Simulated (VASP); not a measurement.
Here is a VASP 6.6.1 calculation.

INCAR

```
PREC     = Accurate       # precision mode
ENCUT    = 520            # plane-wave cutoff, eV
EDIFF    = 1E-6           # SCF threshold, eV
ISMEAR   = -1             # smearing method
SIGMA    = 0.05           # smearing width, eV
LREAL    = F              # projectors in reciprocal space
LASPH    = T              # aspherical terms in the spheres
NELM     = 80             # most SCF steps
ALGO     = Normal         # electronic algorithm
ISIF     = 2              # what is computed and relaxed
LWAVE    = F              # write WAVECAR
LCHARG   = F              # write CHGCAR
GGA      = PE             # functional
NBANDS   = 12             # bands
```

File KPOINTS:

```
Automatic mesh
0
Gamma
  15 15 15
```

The input POSCAR:

```
Ti
1.0
    0.0000000000      2.0300000000      1.9691000000
    2.0300000000      0.0000000000      1.9691000000
    2.0300000000      2.0300000000      0.0000000000
Ti
1
Direct
    0.0000000000      0.0000000000      0.0000000000
```

Potentials or basis: VASP PAW PBE potentials, release 64 (Ti_sv).

Run with:

```bash
$ cat potpaw_PBE.64/Ti_sv/POTCAR > POTCAR
$ mpirun -np 1 vasp_std > vasp.out
```

Problem. What does it give for the pressure?

Solution. 8.0 GPa.

Problem. What does it give for the band gap on the k mesh?

Solution. Zero (bands 6 and 7 overlap by 1.26 eV).

Stress tensor (GPa, compression positive):
```
7.58 0.00 0.00
0.00 7.58 0.00
0.00 0.00 8.93
```

Caveat: the cell differs from its parent crystal (zz strain of -3 %); the cell stands under pressure.
